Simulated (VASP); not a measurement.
## VN2: single point with PBEsol

Crystal: VN2.

```
V N
1.0
    -2.15075    2.15075    2.49135
     2.15075   -2.15075    2.49135
     2.15075    2.15075   -2.49135
V N
2 4
Direct
  0.25000 0.25000 0.00000
  0.75000 0.75000 0.00000
  0.11510 0.61510 0.73020
  0.61510 0.88490 0.50000
  0.88490 0.38490 0.26980
  0.38490 0.11510 0.50000
```

- Program: VASP 6.6.1
- Task: single point
- Functional: PBEsol
- Potentials or basis: VASP PAW PBE potentials, release 64 (V_sv, N)
- Cutoff: 520 eV
- k mesh: 12 × 12 × 12
- Occupations: gaussian, width 0.1 eV
- Spin: no spin polarisation
- Dipole correction: no
- Further INCAR settings: ALGO = Normal; EDIFF = 1e-07; NBANDS = 32

```yaml
Pressure: -10.9 GPa
Largest_force: 0.379 eV/Å
Band_gap_on_the_k_mesh: zero (band 23 reaches 11.56 eV, above the bottom of band 24 at 11.20 eV)
```

Forces on the atoms (eV/Å):
```
V    0.000  0.000  0.000
V    0.000  0.000  0.000
N   -0.268 -0.268  0.000
N    0.268 -0.268  0.000
N    0.268  0.268  0.000
N   -0.268  0.268  0.000
```

Stress tensor (GPa, compression positive):
```
-10.62   0.00   0.00
  0.00 -10.62   0.00
  0.00   0.00 -11.37
```

Levels at points of the mesh, in eV from the Fermi level:
| k point | band 19 | band 20 | band 21 | band 22 | band 23 | band 24 | band 25 | band 26 | band 27 | band 28 |
| --- | --- | --- | --- | --- | --- | --- | --- | --- | --- | --- |
| (0.00, 0.00, 0.00) | -3.36 | -2.93 | -2.65 | -2.65 | -2.65 | 0.76 | 0.90 | 0.90 | 1.34 | 1.96 |
| (0.50, 0.00, 0.00) | -3.41 | -3.41 | -3.20 | -3.20 | 0.17 | 0.17 | 0.73 | 0.73 | 1.05 | 1.05 |
| (0.50, 0.50, 0.00) | -4.94 | -4.63 | -2.79 | -2.59 | -1.39 | 0.00 | 0.78 | 1.11 | 1.86 | 2.19 |
| (0.50, 0.50, 0.50) | -4.70 | -2.16 | -2.16 | -0.27 | -0.15 | -0.11 | -0.09 | 0.03 | 1.94 | 1.94 |

Run time: 2.4 min on 1 thread of AMD EPYC 9R45 96-Core Processor (Zen 5), on a shared host, peak memory 0.28 GiB.

Caveat: the PAW data sets were made with another functional, which shifts forces and pressure a little; the run has no spin polarisation, though such a crystal can be magnetic. With open d or f shells a metallic result of PBEsol can be an artefact of self-interaction; +U or a hybrid may open a gap.
